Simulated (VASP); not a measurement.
# In (I4/mmm) in VASP: further runs

The runs below take In through single point, with PBE.

All numbers are computed with VASP 6.6.1; they aren't measurements. Logs are shortened: lines on timing, memory, paths and dates and some standing lists are left out, and cuts for length are marked.

### Step 1. The cell of the first run

Symmetry: I4/mmm, No. 139, tetragonal system. The conventional cell has a = 3.765 Å, b = 3.765 Å, c = 3.916 Å, α = 90.00°, β = 90.00°, γ = 90.00°. In (site symmetry 4/mmm) has 14 In at 3.30 to 3.92 Å within 4.3 Å.

### Step 2. Single point, PBE (strain +0.000 along x and y, +0.040 along z)

Contents of INCAR:

```
SYSTEM = In
PREC = Accurate ; ENCUT = 520
EDIFF = 1E-6 ; ISMEAR = 0
SIGMA = 0.15 ; LREAL = .False.
LASPH = .True. ; NELM = 80
ALGO = Fast ; ISIF = 2
LWAVE = .False. ; LCHARG = .False.
GGA = PE ; NBANDS = 12
```

Contents of KPOINTS:

```
Automatic mesh
0
Gamma
  18 18 18
  0 0 0
```

Contents of POSCAR:

```
In
1.0
   -1.8825252400      1.8825252400      1.9578262496
    1.8825252400     -1.8825252400      1.9578262496
    1.8825252400      1.8825252400     -1.9578262496
In
1
Direct
    0.0000000000      0.0000000000      0.0000000000
```

Potentials or basis: VASP PAW PBE potentials, release 64 (In_d).

Run with:

```console
$ cat potpaw_PBE.64/In_d/POTCAR > POTCAR
$ mpirun -np 1 vasp_std > vasp.out
```

OUTCAR:

```text
SYSTEM = In
   PREC = Accurate
   ENCUT = 520
   EDIFF = 1E-6
   ISMEAR = 0
   LREAL = .False.
   LASPH = .True.
   NELM = 80
   ISIF = 2
   GGA = PE

 ion  position               nearest neighbor table
   1  0.000  0.000  0.000-

  LATTYP: Found a body centered tetragonal cell.
 ALAT       =     3.7650504800
 C/A-ratio  =     1.0400000000

  Lattice vectors:

 A1 = (  -1.8825252400,   1.8825252400,   1.9578262496)
 A2 = (   1.8825252400,  -1.8825252400,   1.9578262496)
 A3 = (   1.8825252400,   1.8825252400,  -1.9578262496)

Analysis of symmetry for initial positions (statically):
=====================================================================
 Subroutine PRICEL returns:
 Original cell was already a primitive cell.

 Routine SETGRP: Setting up the symmetry group for a
 body centered tetragonal supercell.

 Subroutine GETGRP returns: Found 16 space group operations
 (whereof 16 operations were pure point group operations)
 out of a pool of 16 trial point group operations.

The static configuration has the point symmetry D_4h.

Analysis of symmetry for dynamics (positions and initial velocities):
=====================================================================
 Subroutine PRICEL returns:
 Original cell was already a primitive cell.

 Routine SETGRP: Setting up the symmetry group for a
 body centered tetragonal supercell.

 Subroutine GETGRP returns: Found 16 space group operations
 (whereof 16 operations were pure point group operations)
 out of a pool of 16 trial point group operations.

The dynamic configuration has the point symmetry D_4h.

 Subroutine INISYM returns: Found 16 space group operations
 (whereof 16 operations are pure point group operations),
 and found     1 'primitive' translations

----------------------------------------------------------------------------------------

                                     Primitive cell

  volume of cell :      27.7534

  direct lattice vectors                    reciprocal lattice vectors
    -1.882525240  1.882525240  1.957826250     0.000000000  0.265600689  0.255385277
     1.882525240 -1.882525240  1.957826250     0.265600689  0.000000000  0.255385277
     1.882525240  1.882525240 -1.957826250     0.265600689  0.265600689  0.000000000

  length of vectors
     3.304676411  3.304676411  3.304676411     0.368463520  0.368463520  0.375616096

  position of ions in fractional coordinates (direct lattice)
     0.000000000  0.000000000  0.000000000

  ion indices of the primitive-cell ions
   primitive index   ion index
                 1           1

----------------------------------------------------------------------------------------

 KPOINTS: Automatic mesh

Automatic generation of k-mesh.
 Grid dimensions read from file:
 generate k-points for:   18   18   18

 Generating k-lattice:

  Cartesian coordinates                     Fractional coordinates (reciprocal lattice)
     0.000000000  0.014755594  0.014188071     0.055555556 -0.000000000  0.000000000
     0.014755594  0.000000000  0.014188071    -0.000000000  0.055555556  0.000000000
     0.014755594  0.014755594  0.000000000     0.000000000  0.000000000  0.055555556

  Length of vectors
     0.020470196  0.020470196  0.020867561

  Shift w.r.t. Gamma in fractional coordinates (k-lattice)
     0.000000000  0.000000000  0.000000000

 Subroutine IBZKPT returns following result:
 ===========================================

 Found    480 irreducible k-points:

 Following reciprocal coordinates:
            Coordinates               Weight
  0.000000  0.000000  0.000000      1.000000
  0.055556  0.000000 -0.000000      8.000000
  0.111111  0.000000 -0.000000      8.000000
  0.166667  0.000000  0.000000      8.000000
  0.222222  0.000000 -0.000000      8.000000
  0.277778  0.000000 -0.000000      8.000000
[... 16 lines left out ...]
 -0.277778  0.055556  0.000000     16.000000
 -0.222222  0.055556  0.000000     16.000000
 [... further k-points ...]
   k-points           NKPTS =    480   k-points in BZ     NKDIM =    480   number of bands    NBANDS=     12
   number of dos      NEDOS =    301   number of ions     NIONS =      1
   total plane-waves  NPLWV =  21952
   dimension x,y,z NGX =    28 NGY =   28 NGZ =   28
   dimension x,y,z NGXF=    56 NGYF=   56 NGZF=   56
   ions per type =               1
   NGX,Y,Z   is equivalent  to a cutoff of  14.09, 14.09, 14.09 a.u.
   NGXF,Y,Z  is equivalent  to a cutoff of  28.17, 28.17, 28.17 a.u.
 SYSTEM =  In
   PREC   = accura    normal or accurate (medium, high low for compatibility)
   ISTART =      0    job   : 0-new  1-cont  2-samecut
   ICHARG =      2    charge: 1-file 2-atom 10-const
   ISPIN  =      1    spin polarized calculation?
   LNONCOLLINEAR =      F non collinear calculations
   LSORBIT =      F    spin-orbit coupling
   LASPH  =      T    aspherical Exc in radial PAW
   ENCUT  =  520.0 eV  38.22 Ry    6.18 a.u.   6.14  6.14  6.14*2*pi/ulx,y,z
   NELM   =     80;   NELMIN=  2; NELMDL= -5     # of ELM steps
   EDIFF  = 0.1E-05   stopping-criterion for ELM
   LREAL  =      F    real-space projection
   EDIFFG = 0.1E-04   stopping-criterion for IOM
   NSW    =      0    number of steps for IOM
   IBRION =     -1    ionic relax: 0-MD 1-quasi-New 2-CG
   NFREE  =      0    steps in history (QN), initial steepest desc. (CG)
   ISIF   =      2    stress and relaxation
   ISYM   =      2    0-nonsym 1-usesym 2-fastsym
   POTIM  = 0.5000    time-step for ionic-motion
   TEBEG  =    0.0;   TEEND  =   0.0 temperature during run
   PSTRESS=    0.0 pullay stress
   NELECT =      13.0000    total number of electrons
   NUPDOWN=      -1.0000    fix difference up-down
   EMIN   =  10.00;   EMAX   =-10.00  energy-range for DOS
   EFERMI =   0.00;   METHOD = LEGACY
   ISMEAR =     0;   SIGMA  =   0.15  broadening in eV -4-tet -1-fermi 0-gaus
   EFERMI_NEDOS =   21; number of points for ismear=-14 and -15
   IALGO  =     68    algorithm
   IMIX   =      4    mixing-type and parameters
     AMIX     =   0.40;   BMIX     =  1.00
     AMIX_MAG =   1.60;   BMIX_MAG =  1.00
  volume/ion in A,a.u.               =      27.75       187.29
  Fermi-wavevector in a.u.,A,eV,Ry     =   1.271405  2.402608 21.993430  1.616472
  Thomas-Fermi vector in A             =   2.404340
   LORBIT       =      0    0 simple, 1 ext, 2 COOP (PROOUT), +10 PAW based schemes
   GGA     = PE    functional components
   LHFCALC =     F    Hartree Fock is set to
   AEXX    =    0.0000 exact exchange contribution
   IVDW    =     0    specifies the selected vdW correction
   LEPSILON=     F    determine dielectric tensor
   LRPA    =     F    only Hartree local field effects (RPA)
 non-spin polarized calculation
 RMM-DIIS sequential band-by-band and
 Gauss-broadening in eV      SIGMA  =   0.15
  energy-cutoff  :      520.00
  volume of cell :       27.75
 maximum number of plane-waves:       764
 NGX is ok and might be reduce to    28
   NGX = 13   NGY = 13   NGZ = 13

 number of electron      13.0000003 magnetization

 Free energy of the ion-electron system (eV)
  ---------------------------------------------------
  ext. energy  EPLUGINS =         0.00000000
  ---------------------------------------------------
  free energy    TOTEN  =        -2.55304886 eV

  energy without entropy =       -2.54828296  energy(sigma->0) =       -2.55066591

 E-fermi :   6.8691     XC(G=0):  -9.9777

 val. band max:        6.8631096772   @ k =   0.5000   0.2778   0.1111
 cond. band min:       6.8798615498   @ k =   0.5000   0.5000   0.4444
 fundamental gap:      0.0167518726
 Fermi energy:         6.8690909436

 k-point     1 :       0.0000    0.0000    0.0000
  band No.  band energies     occupation
      1      -7.7587      2.00000
      2      -7.7587      2.00000
      3      -7.7317      2.00000
      4      -7.5261      2.00000
      5      -7.5022      2.00000
      6      -2.2709      2.00000
      7      17.1666      0.00000
      8      17.4054      0.00000
      9      17.4054      0.00000
     10      19.3831      0.00000
     11      19.9334      0.00000
     12      19.9334      0.00000

 k-point     2 :       0.0556    0.0000   -0.0000
  band No.  band energies     occupation
      1      -7.7558      2.00000
      2      -7.7556      2.00000
      3      -7.7263      2.00000
      4      -7.5281      2.00000
      5      -7.5036      2.00000
      6      -2.2036      2.00000
      7      16.5216      0.00000
      8      17.0857      0.00000
      9      17.1806      0.00000
     10      19.0089      0.00000
     11      19.6034      0.00000
     12      19.6378      0.00000

 k-point     3 :       0.1111    0.0000   -0.0000
  band No.  band energies     occupation
      1      -7.7582      2.00000
      2      -7.7475      2.00000
      3      -7.7002      2.00000
      4      -7.5344      2.00000
      5      -7.5069      2.00000
      6      -2.0009      2.00000
      7      14.8795      0.00000
      8      16.3679      0.00000
      9      16.8180      0.00000
     10      18.5598      0.00000
     11      19.0215      0.00000
     12      19.4154      0.00000
[... 286 lines left out ...]
 k-point    23 :      -0.2778    0.0556    0.0000
  band No.  band energies     occupation
      1      -7.7872      2.00000
      2      -7.7335      2.00000
      3      -7.5598      2.00000
      4      -7.5542      2.00000
      5      -7.5121      2.00000
      6      -0.8232      2.00000
      7      10.2777      0.00000
      8      13.9631      0.00000
      9      15.0559      0.00000
     10      17.8627      0.00000
     11      18.3166      0.00000
     12      19.6681      0.00000

 k-point    24 :      -0.2222    0.0556    0.0000
  band No.  band energies     occupation
      1      -7.7728      2.00000
      2      -7.7369      2.00000
      3      -7.6200      2.00000
      4      -7.5470      2.00000
      5      -7.5117      2.00000
      6      -1.3761      2.00000
      7      12.0735      0.00000
      8      14.7152      0.00000
      9      15.5974      0.00000
     10      18.2499      0.00000
     11      18.5707      0.00000
     12      19.3936      0.00000

 [... further k-points ...]

------------------------ aborting loop because EDIFF is reached ----------------------------------------

  FORCE on cell =-STRESS in cart. coord.  units (eV):
  Direction    XX          YY          ZZ          XY          YZ          ZX
  --------------------------------------------------------------------------------------
  -------------------------------------------------------------------------------------
  Total       -0.0063120     -0.0063120     -0.0125144      0.0000000     -0.0000000      0.0000000
  in kB       -0.3643883     -0.3643883     -0.7224441      0.0000000     -0.0000000      0.0000000
  external PRESSURE =      -0.4837402 kB  Pullay stress =       0.0000000 kB

 VOLUME and BASIS-vectors are now :
 -----------------------------------------------------------------------------
  energy-cutoff  :      520.00
  volume of cell :       27.75
      direct lattice vectors                 reciprocal lattice vectors
    -1.882525240  1.882525240  1.957826250     0.000000000  0.265600689  0.255385277
     1.882525240 -1.882525240  1.957826250     0.265600689  0.000000000  0.255385277
     1.882525240  1.882525240 -1.957826250     0.265600689  0.265600689  0.000000000

 POSITION                                       TOTAL-FORCE (eV/Angst)
 -----------------------------------------------------------------------------------
      0.00000      0.00000      0.00000         0.000000      0.000000      0.000000
 -----------------------------------------------------------------------------------
    total drift:                               -0.000000     -0.000000      0.000000

  FREE ENERGIE OF THE ION-ELECTRON SYSTEM (eV)
  ---------------------------------------------------
  free  energy   TOTEN  =        -2.5530488633 eV

  energy  without entropy=       -2.5482829614  energy(sigma->0) =       -2.55066591
```

It took 77 s on 1 thread of Intel Xeon 6975P-C (Granite Rapids), shared host; peak memory 0.27 GiB.

What came out:

| Property | Result |
| --- | --- |
| Free energy | -2.5530 eV |
| Pressure | 0.0 GPa |

Levels at points of the mesh, in eV from the Fermi level:
| k point | band 3 | band 4 | band 5 | band 6 | band 7 | band 8 | band 9 | band 10 |
| --- | --- | --- | --- | --- | --- | --- | --- | --- |
| (0.00, 0.00, 0.00) | -14.60 | -14.40 | -14.37 | -9.14 | 10.30 | 10.54 | 10.54 | 12.51 |
| (0.50, 0.00, 0.00) | -14.41 | -14.38 | -14.24 | -4.00 | -2.98 | 5.85 | 7.35 | 9.96 |
| (0.50, 0.50, 0.00) | -14.38 | -14.37 | -14.23 | -3.73 | -2.86 | 5.33 | 6.68 | 9.33 |
| (0.50, 0.50, 0.50) | -14.28 | -14.27 | -14.27 | 0.57 | 0.78 | 1.53 | 1.53 | 5.05 |

Caveat: the cell differs from its parent crystal (strain +0.000 along x and y, +0.040 along z); spin-orbit coupling is left out, which moves the levels of the heavy elements.

### Step 3. Single point, PBE (strain +0.040 along x and y, +0.000 along z)

Contents of INCAR:

```
SYSTEM = In
PREC     = Accurate       ! precision mode
ENCUT    = 520            ! plane-wave cutoff, eV
EDIFF    = 1E-7           ! SCF threshold, eV
ISMEAR   = 0              ! smearing method
SIGMA    = 0.15           ! smearing width, eV
LREAL    = .FALSE.        ! projectors in reciprocal space
LASPH    = .TRUE.         ! aspherical terms in the spheres
NELM     = 80             ! most SCF steps
ALGO     = Fast           ! electronic algorithm
ISIF     = 2              ! what is computed and relaxed
LWAVE    = .FALSE.        ! write WAVECAR
LCHARG   = .TRUE.         ! write CHGCAR
GGA      = PE             ! functional
LELF     = .TRUE.         ! ELF
LVHAR    = .TRUE.       
NBANDS   = 12             ! bands
```

Contents of KPOINTS:

```
Automatic mesh
0
G
  18 18 18
  0 0 0
```

Contents of POSCAR:

```
In
1.0
   -1.9578262496      1.9578262496      1.8825252400
    1.9578262496     -1.9578262496      1.8825252400
    1.9578262496      1.9578262496     -1.8825252400
In
1
Direct
    0.0000000000      0.0000000000      0.0000000000
```

Potentials or basis: VASP PAW PBE potentials, release 64 (In_d).

Run with:

```console
$ cat potpaw_PBE.64/In_d/POTCAR > POTCAR
$ mpirun -np 1 vasp_std > vasp.out
```

Wall time 89 s (1 thread of Intel Xeon 6975P-C (Granite Rapids), shared host); peak memory 0.27 GiB.

The run converged. Its results:

- Free energy: -2.5486 eV
- Pressure: -1.3 GPa

Stress tensor (GPa, compression positive):
```
-1.33  0.00  0.00
 0.00 -1.33  0.00
 0.00  0.00 -1.13
```

Levels at points of the mesh, in eV from the Fermi level:
| k point | band 3 | band 4 | band 5 | band 6 | band 7 | band 8 | band 9 | band 10 |
| --- | --- | --- | --- | --- | --- | --- | --- | --- |
| (0.00, 0.00, 0.00) | -14.57 | -14.37 | -14.35 | -8.88 | 9.94 | 9.94 | 10.30 | 12.61 |
| (0.50, 0.00, 0.00) | -14.37 | -14.35 | -14.23 | -3.81 | -2.74 | 5.34 | 6.76 | 9.26 |
| (0.50, 0.50, 0.00) | -14.39 | -14.37 | -14.23 | -4.08 | -2.86 | 5.85 | 7.43 | 9.88 |
| (0.50, 0.50, 0.50) | -14.26 | -14.26 | -14.25 | 0.32 | 1.04 | 1.04 | 1.79 | 4.94 |

Caveat: the cell differs from its parent crystal (strain +0.040 along x and y, +0.000 along z); spin-orbit coupling is left out, which moves the levels of the heavy elements.

(Part 1 of 2 ends here.)
